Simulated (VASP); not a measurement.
Crystal: Zn.

```
Zn
1.0
     0.00000    1.96478    1.96478
     1.96478    0.00000    1.96478
     1.96478    1.96478    0.00000
Zn
1
Direct
  0.00000 0.00000 0.00000
```

| Quantity | Value |
| --- | --- |
| Program | VASP 6.6.1 |
| Task | relaxation of cell and atoms |
| Functional | PBEsol |
| Dispersion | D4 |
| Potentials or basis | VASP PAW PBE potentials, release 64 (Zn) |
| Cutoff | 600 eV |
| k mesh | 12 × 12 × 12 |
| Occupations | fermi-dirac, width 0.05 eV |
| Spin | no spin polarisation |

At the start: pressure -6.8 GPa; volume 15.17 Å³/atom.

Problem. Where does the relaxation end?

Solution. Over 3 steps the energy falls by 31.3 meV/atom and the volume is 13.85 Å³/atom (-8.7 %); space group Fm-3m (No. 225, to 0.05 Å).

Step by step:
| step | energy change (eV) | largest force (eV/Å) | pressure (GPa) | volume (Å³) |
| --- | --- | --- | --- | --- |
| 1 | 0.0000 | 0.0000 | -6.78 | 15.17 |
| 2 | -0.0313 | 0.0000 | 0.35 | 13.80 |
| 3 | -0.0313 | 0.0000 | 0.01 | 13.85 |

Final structure:
```
Zn
1.0
     0.00000    1.90608    1.90608
     1.90608    0.00000    1.90608
     1.90608    1.90608    0.00000
Zn
1
Direct
  0.00000 0.00000 0.00000
```

Caveat: the PAW data sets were made with another functional, which shifts forces and pressure a little; pairwise dispersion overbinds metals, which lowers pressure and volume.
